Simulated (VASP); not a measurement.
Ge, 1 atom in the cell. It takes space group Cmmm (No. 65, orthorhombic). Conventional cell: a = 2.919 Å, b = 5.320 Å, c = 2.371 Å, α = 90.00°, β = 90.00°, γ = 90.00°. Ge (site symmetry mmm) has 8 Ge at 2.37 to 3.03 Å within 3.1 Å.  This cell differs from its parent crystal: ratio of the length along z to the lengths across it x 0.85, volume and fractional coordinates fixed.

```yaml
Program: VASP 6.6.1
Task: single point
Functional: PBEsol
Potentials_or_basis: VASP PAW PBE potentials, release 64 (Ge_d)
Cutoff: 520 eV
k_mesh: 28 × 28 × 26
Occupations: gaussian, width 0.15 eV
Spin: no spin polarisation
Dipole_correction: no
Further_INCAR_settings: ALGO = Fast; EDIFF = 1e-07; NBANDS = 13
```

Potentials or basis: VASP PAW PBE potentials, release 64 (Ge_d).

Command:

```sh
$ cat potpaw_PBE.64/Ge_d/POTCAR > POTCAR
$ mpirun -np 1 vasp_std > vasp.out
```

Hardware: 1 thread of Oxide Virtual Turin-like Processor, with other jobs on the host.

Question: How long does it take, and how much memory?

Answer: Wall time 17 min on 1 thread of Oxide Virtual Turin-like Processor, with other jobs on the host, peak memory 0.66 GiB. Counts: scf iterations 13, k points 2954.
